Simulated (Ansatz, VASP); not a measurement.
# MgS: VASP and Ansatz over several settings

```xyz
2
Lattice="0.0000 2.7948 2.7948 2.7948 0.0000 2.7948 2.7948 2.7948 0.0000" Properties=species:S:1:pos:R:3 pbc="T T T"
S     1.3974    1.3974    1.3974
Mg    0.0000    0.0000    0.0000
```

Single points on this cell with VASP 6.6.1 and Ansatz 0.2.0. Each row is one pair of runs. Alike in all rows: spin: off; smearing: fermi-dirac, width 0.05 eV.

```tsv
level	k mesh	VASP's potentials, cutoff	Ansatz's potentials, cutoff	gap on the k mesh at the Fermi level (eV), VASP	gap on the k mesh at the Fermi level (eV), Ansatz	least direct gap on the mesh (eV), VASP	least direct gap on the mesh (eV), Ansatz	pressure (GPa), VASP	pressure (GPa), Ansatz
LDA	8 × 8 × 8	VASP PAW LDA potentials, release 64 (S, Mg), 520 eV	Ansatz PAW, 420 eV	3.39	3.38	3.39	3.38	-0.2	0.1
r2SCAN	8 × 8 × 8	VASP PAW PBE potentials, release 64 (S, Mg), 520 eV	Ansatz PAW, 500 eV	4.29	?	4.34	?	2.2	?
HSE06	6 × 6 × 6	VASP PAW PBE potentials, release 64 (S, Mg), 520 eV	Ansatz PAW, 420 eV	4.72	4.74	4.72	4.74	2.3	2.5
PBE0	6 × 6 × 6	VASP PAW PBE potentials, release 64 (S, Mg), 520 eV	Ansatz PAW, 420 eV	5.42	5.42	5.42	5.42	2.2	2.5
```

Fill in what Ansatz gave in row 2.

gap on the k mesh at the Fermi level (eV): 4.29; least direct gap on the mesh (eV): 4.35; pressure (GPa): 2.5.

VASP's potentials hold 8 valence electrons a cell and Ansatz's 16, so a difference there can come from the potentials and not from the codes.
